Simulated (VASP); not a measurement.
# InPd (Pm-3m) in VASP: a series of runs, part 2 of 2

VASP 6.6.1. The steps go on from the part before.

## 4. Single point, PBE

File INCAR:

```
SYSTEM = InPd
  PREC = Accurate
  ENCUT = 500
  EDIFF = 1E-6
  ISMEAR = 0
  SIGMA = 0.015
  LREAL = .FALSE.
  LASPH = .TRUE.
  NELM = 120
  ALGO = Normal
  ISIF = 2
  LWAVE = .FALSE.
  LCHARG = .FALSE.
  GGA = PE
  NBANDS = 18
  GGA_COMPAT = .FALSE.
```

File KPOINTS:

```
regular mesh
0
G
  8 8 8
  0 0 0
```

File POSCAR:

```
InPd
1.0
    3.2718847800      0.0000000000      0.0000000000
    0.0000000000      3.2718847800      0.0000000000
    0.0000000000      0.0000000000      3.2718847800
In Pd
1 1
Direct
    0.0000000000      0.0000000000      0.0000000000
    0.5000000000      0.5000000000      0.5000000000
```

Potentials or basis: VASP PAW PBE potentials, release 64 (In_d, Pd).

The run is started by

```
$ cat potpaw_PBE.64/In_d/POTCAR potpaw_PBE.64/Pd/POTCAR > POTCAR
$ mpirun -np 1 vasp_std > vasp.out
```

OUTCAR:

```text
SYSTEM = InPd
   PREC = Accurate
   ENCUT = 500
   EDIFF = 1E-6
   ISMEAR = 0
   LREAL = .FALSE.
   LASPH = .TRUE.
   NELM = 120
   ISIF = 2
   GGA = PE

 ion  position               nearest neighbor table
   1  0.000  0.000  0.000-   2 2.83   2 2.83   2 2.83   2 2.83   2 2.83   2 2.83   2 2.83   2 2.83

   2  0.500  0.500  0.500-   1 2.83   1 2.83   1 2.83   1 2.83   1 2.83   1 2.83   1 2.83   1 2.83

  LATTYP: Found a simple cubic cell.
 ALAT       =     3.2718847800

  Lattice vectors:

 A1 = (   3.2718847800,   0.0000000000,   0.0000000000)
 A2 = (   0.0000000000,   3.2718847800,   0.0000000000)
 A3 = (   0.0000000000,   0.0000000000,   3.2718847800)

Analysis of symmetry for initial positions (statically):
=====================================================================
 Subroutine PRICEL returns:
 Original cell was already a primitive cell.

 Routine SETGRP: Setting up the symmetry group for a
 simple cubic supercell.

 Subroutine GETGRP returns: Found 48 space group operations
 (whereof 48 operations were pure point group operations)
 out of a pool of 48 trial point group operations.

The static configuration has the point symmetry O_h .

Analysis of symmetry for dynamics (positions and initial velocities):
=====================================================================
 Subroutine PRICEL returns:
 Original cell was already a primitive cell.

 Routine SETGRP: Setting up the symmetry group for a
 simple cubic supercell.

 Subroutine GETGRP returns: Found 48 space group operations
 (whereof 48 operations were pure point group operations)
 out of a pool of 48 trial point group operations.

The dynamic configuration has the point symmetry O_h .

 Subroutine INISYM returns: Found 48 space group operations
 (whereof 48 operations are pure point group operations),
 and found     1 'primitive' translations

----------------------------------------------------------------------------------------

                                     Primitive cell

  volume of cell :      35.0263

  direct lattice vectors                    reciprocal lattice vectors
     3.271884780  0.000000000  0.000000000     0.305634234  0.000000000  0.000000000
     0.000000000  3.271884780  0.000000000     0.000000000  0.305634234  0.000000000
     0.000000000  0.000000000  3.271884780     0.000000000  0.000000000  0.305634234

  length of vectors
     3.271884780  3.271884780  3.271884780     0.305634234  0.305634234  0.305634234

  position of ions in fractional coordinates (direct lattice)
     0.000000000  0.000000000  0.000000000
     0.500000000  0.500000000  0.500000000

  ion indices of the primitive-cell ions
   primitive index   ion index
                 1           1
                 2           2

----------------------------------------------------------------------------------------

 KPOINTS: regular mesh

Automatic generation of k-mesh.
 Grid dimensions read from file:
 generate k-points for:    8    8    8

 Generating k-lattice:

  Cartesian coordinates                     Fractional coordinates (reciprocal lattice)
     0.038204279  0.000000000  0.000000000     0.125000000  0.000000000  0.000000000
     0.000000000  0.038204279  0.000000000     0.000000000  0.125000000  0.000000000
     0.000000000  0.000000000  0.038204279     0.000000000  0.000000000  0.125000000

  Length of vectors
     0.038204279  0.038204279  0.038204279

  Shift w.r.t. Gamma in fractional coordinates (k-lattice)
     0.000000000  0.000000000  0.000000000

 Subroutine IBZKPT returns following result:
 ===========================================

 Found     35 irreducible k-points:

 Following reciprocal coordinates:
            Coordinates               Weight
  0.000000  0.000000  0.000000      1.000000
  0.125000  0.000000  0.000000      6.000000
  0.250000  0.000000  0.000000      6.000000
  0.375000  0.000000  0.000000      6.000000
  0.500000  0.000000  0.000000      3.000000
  0.125000  0.125000  0.000000     12.000000
[... 16 lines left out ...]
  0.375000  0.375000  0.125000     24.000000
  0.500000  0.375000  0.125000     24.000000
 [... further k-points ...]
   k-points           NKPTS =     35   k-points in BZ     NKDIM =     35   number of bands    NBANDS=     18
   number of dos      NEDOS =    301   number of ions     NIONS =      2
   total plane-waves  NPLWV =  13824
   dimension x,y,z NGX =    24 NGY =   24 NGZ =   24
   dimension x,y,z NGXF=    48 NGYF=   48 NGZF=   48
   ions per type =               1   1
   NGX,Y,Z   is equivalent  to a cutoff of  12.19, 12.19, 12.19 a.u.
   NGXF,Y,Z  is equivalent  to a cutoff of  24.39, 24.39, 24.39 a.u.
 SYSTEM =  InPd
   PREC   = accura    normal or accurate (medium, high low for compatibility)
   ISTART =      0    job   : 0-new  1-cont  2-samecut
   ICHARG =      2    charge: 1-file 2-atom 10-const
   ISPIN  =      1    spin polarized calculation?
   LNONCOLLINEAR =      F non collinear calculations
   LSORBIT =      F    spin-orbit coupling
   LASPH  =      T    aspherical Exc in radial PAW
   ENCUT  =  500.0 eV  36.75 Ry    6.06 a.u.   5.97  5.97  5.97*2*pi/ulx,y,z
   NELM   =    120;   NELMIN=  2; NELMDL= -5     # of ELM steps
   EDIFF  = 0.1E-05   stopping-criterion for ELM
   LREAL  =      F    real-space projection
   EDIFFG = 0.1E-04   stopping-criterion for IOM
   NSW    =      0    number of steps for IOM
   IBRION =     -1    ionic relax: 0-MD 1-quasi-New 2-CG
   NFREE  =      0    steps in history (QN), initial steepest desc. (CG)
   ISIF   =      2    stress and relaxation
   ISYM   =      2    0-nonsym 1-usesym 2-fastsym
   POTIM  = 0.5000    time-step for ionic-motion
   TEBEG  =    0.0;   TEEND  =   0.0 temperature during run
   PSTRESS=    0.0 pullay stress
   NELECT =      23.0000    total number of electrons
   NUPDOWN=      -1.0000    fix difference up-down
   EMIN   =  10.00;   EMAX   =-10.00  energy-range for DOS
   EFERMI =   0.00;   METHOD = LEGACY
   ISMEAR =     0;   SIGMA  =   0.01  broadening in eV -4-tet -1-fermi 0-gaus
   EFERMI_NEDOS =   21; number of points for ismear=-14 and -15
   IALGO  =     38    algorithm
   IMIX   =      4    mixing-type and parameters
     AMIX     =   0.40;   BMIX     =  1.00
     AMIX_MAG =   1.60;   BMIX_MAG =  1.00
  volume/ion in A,a.u.               =      17.51       118.18
  Fermi-wavevector in a.u.,A,eV,Ry     =   1.422938  2.688964 27.548447  2.024754
  Thomas-Fermi vector in A             =   2.543589
   LORBIT       =      0    0 simple, 1 ext, 2 COOP (PROOUT), +10 PAW based schemes
   GGA     = PE    functional components
   LHFCALC =     F    Hartree Fock is set to
   AEXX    =    0.0000 exact exchange contribution
   IVDW    =     0    specifies the selected vdW correction
   LEPSILON=     F    determine dielectric tensor
   LRPA    =     F    only Hartree local field effects (RPA)
 non-spin polarized calculation
 Gauss-broadening in eV      SIGMA  =   0.01
  energy-cutoff  :      500.00
  volume of cell :       35.03
 maximum number of plane-waves:       912
 NGX is ok and might be reduce to    24
   NGX = 11   NGY = 11   NGZ = 11

 number of electron      22.9999997 magnetization

 Free energy of the ion-electron system (eV)
  ---------------------------------------------------
  ext. energy  EPLUGINS =         0.00000000
  ---------------------------------------------------
  free energy    TOTEN  =        -8.73019986 eV

  energy without entropy =       -8.72950096  energy(sigma->0) =       -8.72985041

 E-fermi :  10.3825     XC(G=0): -12.2310

 val. band max:       10.3703200775   @ k =   0.3750   0.2500   0.1250
 cond. band min:      10.3910092236   @ k =   0.3750   0.3750   0.1250
 fundamental gap:      0.0206891461
 Fermi energy:        10.3824678136

 k-point     1 :       0.0000    0.0000    0.0000
  band No.  band energies     occupation
      1      -4.4838      2.00000
      2      -4.4838      2.00000
      3      -4.0756      2.00000
      4      -4.0756      2.00000
      5      -4.0756      2.00000
      6       0.4289      2.00000
[... 10 lines left out ...]
     17      21.0709      0.00000
     18      26.5067      0.00000

 k-point     2 :       0.1250    0.0000    0.0000
  band No.  band energies     occupation
      1      -4.4754      2.00000
      2      -4.4323      2.00000
      3      -4.0913      2.00000
      4      -4.0913      2.00000
      5      -4.0710      2.00000
      6       0.6769      2.00000
[... 10 lines left out ...]
     17      22.5649      0.00000
     18      25.9798      0.00000
[... 442 lines left out ...]
 k-point    24 :       0.5000    0.3750    0.1250
  band No.  band energies     occupation
      1      -4.3872      2.00000
      2      -4.2436      2.00000
      3      -4.2313      2.00000
      4      -4.2110      2.00000
      5      -3.9191      2.00000
      6       4.3779      2.00000
[... 10 lines left out ...]
     17      21.5765      0.00000
     18      23.5580      0.00000

 [... further k-points ...]
[... 5 lines left out ...]
  --------------------------------------------------------------------------------------
  -------------------------------------------------------------------------------------
  Total        0.8248756      0.8248756      0.8248756      0.0000000     -0.0000000      0.0000000
  in kB       37.7315844     37.7315844     37.7315844      0.0000000     -0.0000000      0.0000000
  external PRESSURE =      37.7315844 kB  Pullay stress =       0.0000000 kB

 VOLUME and BASIS-vectors are now :
 -----------------------------------------------------------------------------
  energy-cutoff  :      500.00
  volume of cell :       35.03
      direct lattice vectors                 reciprocal lattice vectors
     3.271884780  0.000000000  0.000000000     0.305634234  0.000000000  0.000000000
     0.000000000  3.271884780  0.000000000     0.000000000  0.305634234  0.000000000
     0.000000000  0.000000000  3.271884780     0.000000000  0.000000000  0.305634234

 POSITION                                       TOTAL-FORCE (eV/Angst)
 -----------------------------------------------------------------------------------
      0.00000      0.00000      0.00000         0.000000      0.000000      0.000000
      1.63594      1.63594      1.63594         0.000000      0.000000      0.000000
 -----------------------------------------------------------------------------------
    total drift:                                0.000000      0.000000     -0.000000

  FREE ENERGIE OF THE ION-ELECTRON SYSTEM (eV)
  ---------------------------------------------------
  free  energy   TOTEN  =        -8.7301998578 eV

  energy  without entropy=       -8.7295009604  energy(sigma->0) =       -8.72985041
```

OSZICAR:

```text
N       E                     dE             d eps       ncg     rms          rms(c)
DAV:   1     0.163822931122E+03    0.16382E+03   -0.11119E+04  1310   0.165E+03
DAV:   2     0.134491890969E+00   -0.16369E+03   -0.15746E+03  1290   0.358E+02
DAV:   3    -0.873847868597E+01   -0.88730E+01   -0.87763E+01  1404   0.878E+01
DAV:   4    -0.893209210836E+01   -0.19361E+00   -0.19345E+00  1506   0.117E+01
DAV:   5    -0.894105318103E+01   -0.89611E-02   -0.89602E-02  1714   0.249E+00    0.644E+00
DAV:   6    -0.877295055114E+01    0.16810E+00   -0.35174E-01  1436   0.827E+00    0.310E+00
DAV:   7    -0.873797356037E+01    0.34977E-01   -0.58377E-02  1622   0.444E+00    0.141E+00
DAV:   8    -0.873091534530E+01    0.70582E-02   -0.21589E-02  1384   0.132E+00    0.393E-01
DAV:   9    -0.873019155801E+01    0.72379E-03   -0.18799E-03  1648   0.660E-01    0.620E-02
DAV:  10    -0.873019742061E+01   -0.58626E-05   -0.43971E-05  1714   0.851E-02    0.276E-02
DAV:  11    -0.873019938358E+01   -0.19630E-05   -0.47045E-06  1328   0.208E-02    0.364E-03
DAV:  12    -0.873019985785E+01   -0.47427E-06   -0.26613E-07   722   0.492E-03
   1 F= -.87301999E+01 E0= -.87298504E+01  d E =-.698897E-03
```

Wall time 23 s (1 thread of Intel Xeon 8259CL, shared host); peak memory 0.15 GiB.

What came out:

```yaml
Free_energy: -8.7302 eV
Pressure: 3.8 GPa
```

Levels at points of the mesh, in eV from the Fermi level:
| k point | band 7 | band 8 | band 9 | band 10 | band 11 | band 12 | band 13 | band 14 | band 15 | band 16 |
| --- | --- | --- | --- | --- | --- | --- | --- | --- | --- | --- |
| (0.00, 0.00, 0.00) | -3.69 | -3.69 | -2.15 | -2.15 | -2.15 | 4.33 | 4.33 | 4.33 | 9.55 | 10.69 |
| (0.50, 0.00, 0.00) | -5.89 | -3.68 | -3.14 | -3.14 | -2.22 | -0.99 | 9.67 | 9.67 | 10.00 | 10.83 |
| (0.50, 0.50, 0.00) | -3.38 | -2.56 | -2.56 | -2.21 | -2.21 | -1.58 | 1.57 | 2.59 | 9.58 | 11.44 |
| (0.50, 0.50, 0.50) | -4.75 | -4.75 | -1.53 | -1.53 | 0.03 | 3.90 | 3.90 | 3.90 | 4.51 | 4.51 |

Caveat: spin-orbit coupling is left out, which moves the levels of the heavy elements.

## 5. Single point, PBE

File INCAR:

```
SYSTEM = InPd
ALGO     = Normal         ! electronic algorithm
EDIFF    = 1E-6           ! SCF threshold, eV
ENCUT    = 500            ! plane-wave cutoff, eV
GGA      = PE             ! functional
GGA_COMPAT= .False.      
ISIF     = 2              ! what is computed and relaxed
ISMEAR   = 0              ! smearing method
LASPH    = .True.         ! aspherical terms in the spheres
LCHARG   = .False.        ! write CHGCAR
LREAL    = .False.        ! projectors in reciprocal space
LWAVE    = .False.        ! write WAVECAR
NBANDS   = 18             ! bands
NELM     = 120            ! most SCF steps
PREC     = Accurate       ! precision mode
SIGMA    = 0.019000000000000003 ! smearing width, eV
```

File KPOINTS:

```
k-points
0
Gamma
  8 8 8
  0 0 0
```

POSCAR is that of step 4.

The run is started by

```
$ cat potpaw_PBE.64/In_d/POTCAR potpaw_PBE.64/Pd/POTCAR > POTCAR
$ mpirun -np 1 vasp_std > vasp.out
```

Run time: 24 s. Hardware: 1 thread of Intel Xeon 8259CL, shared host; peak memory 0.15 GiB.

The run converged. Its results:

* Free energy: -8.7304 eV
* Pressure: 3.7 GPa

Levels at points of the mesh, in eV from the Fermi level:
| k point | band 9 | band 10 | band 11 | band 12 | band 13 | band 14 |
| --- | --- | --- | --- | --- | --- | --- |
| (0.00, 0.00, 0.00) | -2.15 | -2.15 | -2.15 | 4.33 | 4.33 | 4.33 |
| (0.50, 0.00, 0.00) | -3.14 | -3.14 | -2.23 | -1.00 | 9.67 | 9.67 |
| (0.50, 0.50, 0.00) | -2.56 | -2.21 | -2.21 | -1.58 | 1.57 | 2.59 |
| (0.50, 0.50, 0.50) | -1.54 | -1.54 | 0.03 | 3.90 | 3.90 | 3.90 |

Caveat: spin-orbit coupling is left out, which moves the levels of the heavy elements.

## 6. Summary

```tsv
level	potentials or basis	spin	cell	cutoff (eV)	smearing	second run	gap on the mesh (eV)	pressure (GPa)
PBE	VASP PAW PBE potentials, release 64 (In_d, Pd)	non-collinear, zero start, SOC	a = 3.272 Å, 2 atoms	520	fermi-dirac 0.05 eV	-	-	3.6
r2SCAN	VASP PAW PBE potentials, release 64 (In_d, Pd_sv_GW)	off	a = 3.336 Å, 2 atoms	590	fermi-dirac 0.05 eV	valence_matched	none	-7.3
PBE	VASP PAW PBE potentials, release 64 (In_d, Pd)	off	a = 3.272 Å, 2 atoms	500	gaussian 0.015 eV	-	none	3.8
PBE	VASP PAW PBE potentials, release 64 (In_d, Pd)	off	a = 3.272 Å, 2 atoms	500	gaussian 0.019 eV	-	none	3.7
```

Alike in all rows: task single point; k mesh 8 × 8 × 8.

Caveats: spin-orbit coupling is left out, which moves the levels of the heavy elements (some runs); the PAW data sets were made with another functional, which shifts forces and pressure a little (some runs).

Total energies depend on the potentials used, so only differences within one code and one set of settings carry meaning.
